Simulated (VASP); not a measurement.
Wanted: the native input for a VASP 6.6.1 run.

* Task: single point
* Functional: r2SCAN
* Potentials or basis: VASP PAW PBE potentials, release 64 (Si)
* Cutoff: 520 eV
* k mesh: 20 × 20 × 20
* Occupations: gaussian, width 0.15 eV
* Spin: no spin polarisation
* Dipole correction: no
* Further INCAR settings: ALGO = Normal; EDIFF = 1e-07; NBANDS = 11

The system is Si.

```xyz
2
Lattice="-2.4662 2.4662 1.4356 2.4662 -2.4662 1.4356 2.4662 2.4662 -1.4356" Properties=species:S:1:pos:R:3 pbc="T T T"
Si    2.4662    0.0000    0.7178
Si    0.0000    0.0000    1.4356
```

This cell differs from its parent crystal: strain +0.040 along x and y, +0.080 along z.

One way to write it, as run:

POSCAR

```
Si
1.0
   -2.4662271967      2.4662271967      1.4356066211
    2.4662271967     -2.4662271967      1.4356066211
    2.4662271967      2.4662271967     -1.4356066211
Si
2
Direct
    0.2500000000      0.7500000000      0.5000000000
    0.5000000000      0.5000000000      0.0000000000
```

INCAR.step1

```
ALGO     = Normal         # electronic algorithm
EDIFF    = 1E-4           # SCF threshold, eV
ENCUT    = 520            # plane-wave cutoff, eV
GGA      = PE             # functional
ISMEAR   = 0              # smearing method
LASPH    = T              # aspherical terms in the spheres
LCHARG   = F              # write CHGCAR
LREAL    = F              # projectors in reciprocal space
LWAVE    = T              # write WAVECAR
NBANDS   = 11             # bands
NELM     = 80             # most SCF steps
PREC     = Accurate       # precision mode
SIGMA    = 0.15           # smearing width, eV
```

INCAR.step2

```
ALGO     = Normal         # electronic algorithm
EDIFF    = 1E-7           # SCF threshold, eV
ENCUT    = 520            # plane-wave cutoff, eV
ISIF     = 2              # what is computed and relaxed
ISMEAR   = 0              # smearing method
ISTART   = 1            
LASPH    = T              # aspherical terms in the spheres
LCHARG   = F              # write CHGCAR
LMIXTAU  = T            
LREAL    = F              # projectors in reciprocal space
LWAVE    = F              # write WAVECAR
METAGGA  = R2SCAN         # meta-GGA
NBANDS   = 11             # bands
NELM     = 80             # most SCF steps
PREC     = Accurate       # precision mode
SIGMA    = 0.15           # smearing width, eV
```

KPOINTS

```
k-points
0
Gamma
  20 20 20
```

Potentials or basis: VASP PAW PBE potentials, release 64 (Si).

Launch:

```bash
$ cat potpaw_PBE.64/Si/POTCAR > POTCAR
$ cp INCAR.step1 INCAR
$ mpirun -np 1 vasp_std > vasp.out
$ cp INCAR.step2 INCAR
$ mpirun -np 1 vasp_std > vasp.out
```

Results of the run:

```json
{
  "Pressure": "-10.6 GPa",
  "Band gap on the k mesh": "zero (band 4 reaches 10.07 eV, above the bottom of band 5 at 3.73 eV)"
}
```

Caveat: the cell differs from its parent crystal (strain +0.040 along x and y, +0.080 along z); the PAW data sets were made with another functional, which shifts forces and pressure a little.

It took 8.4 min on 1 thread of Intel Xeon 6975P-C, on a shared host, peak memory 0.31 GiB.
